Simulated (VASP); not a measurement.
VOs, 2 atoms in the cell. The structure is hexagonal, space group P-6m2 (No. 187). Conventional cell: a = 2.600 Å, b = 2.600 Å, c = 4.808 Å, α = 90.00°, β = 90.00°, γ = 120.00°. V (site symmetry -6m2) has 6 V at 2.60 Å and 6 Os at 2.83 Å within 3.4 Å. Os (site symmetry -6m2) has 6 Os at 2.60 Å and 6 V at 2.83 Å within 3.4 Å.  This cell differs from its parent crystal: ratio of the length along z to the lengths across it x 1.2, volume and fractional coordinates fixed.

| Property | Result |
| --- | --- |
| Program | VASP 6.6.1 |
| Task | single point |
| Functional | PBEsol |
| Potentials or basis | VASP PAW PBE potentials, release 64 (V_sv, Os) |
| Cutoff | 520 eV |
| k mesh | 21 × 21 × 12 |
| Occupations | gaussian, width 0.15 eV |
| Spin | no spin polarisation |
| Dipole correction | no |
| Further INCAR settings | ALGO = Fast; EDIFF = 1e-06; NBANDS = 18 |

Potentials or basis: VASP PAW PBE potentials, release 64 (V_sv, Os).

Run with:

```sh
$ cat potpaw_PBE.64/V_sv/POTCAR potpaw_PBE.64/Os/POTCAR > POTCAR
$ mpirun -np 1 vasp_std > vasp.out
```

Hardware: 1 thread of Intel(R) Xeon(R) 6975P-C (Granite Rapids) (shared host).

Task: Estimate the wall time of this run.

Result: Run time: 57 s on 1 thread of Intel(R) Xeon(R) 6975P-C (Granite Rapids), on a shared host, peak memory 0.29 GiB. Counts: scf iterations 14, k points 336.
